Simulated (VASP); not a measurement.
**Al3BiO3: single point with PBE**

Crystal: Al3BiO3.

```
CELL_PARAMETERS angstrom
3.10301 -3.67403 0.32467
3.10301 3.67403 0.32467
-2.50414 0.00000 4.45642
ATOMIC_POSITIONS crystal
Al 0.60993 0.60993 0.10277
Al 0.75932 0.30758 0.54683
Al 0.30758 0.75932 0.54683
Bi 0.13125 0.13125 0.94532
O 0.53646 0.91915 0.35380
O 0.91915 0.53646 0.35380
O 0.56217 0.56217 0.72277
```

```json
{
  "Program": "VASP 6.6.1",
  "Task": "single point",
  "Functional": "PBE",
  "Potentials or basis": "VASP PAW PBE potentials, release 64 (Al, Bi_d, O)",
  "Cutoff": "520 eV",
  "k mesh": "3 × 3 × 3",
  "Occupations": "gaussian, width 0.15 eV",
  "Spin": "no spin polarisation"
}
```

The pressure is -0.1 GPa, the largest force is 0.097 eV/Å and the band gap on the k mesh is 0.94 eV, indirect (least direct gap 1.00 eV).

Forces on the atoms (eV/Å):
```
Al  -0.030  0.000 -0.005
Al  -0.014  0.014  0.017
Al  -0.014 -0.014  0.017
Bi   0.072  0.000  0.065
O   -0.004 -0.005 -0.029
O   -0.004  0.005 -0.029
O   -0.006  0.000 -0.035
```

Stress tensor (GPa, compression positive):
```
-0.42  0.00  0.29
 0.00  0.22  0.00
 0.29  0.00  0.04
```

Levels at points of the mesh, in eV from the valence-band top:
```csv
k point,band 17,band 18,band 19,band 20,band 21,band 22,band 23,band 24,band 25,band 26
"(0.00, 0.00, 0.00)",-4.25,-4.18,-0.75,-0.19,-0.07,0.94,2.94,3.17,5.02,5.72
```

Run time: 29 s on 1 thread of Intel(R) Xeon(R) Platinum 8488C (Sapphire Rapids), on a shared host, peak memory 0.22 GiB.

Caveat: the k points lie up to 0.46 Å⁻¹ apart; spin-orbit coupling is left out, which moves the levels of the heavy elements. A k mesh can miss the band edges.
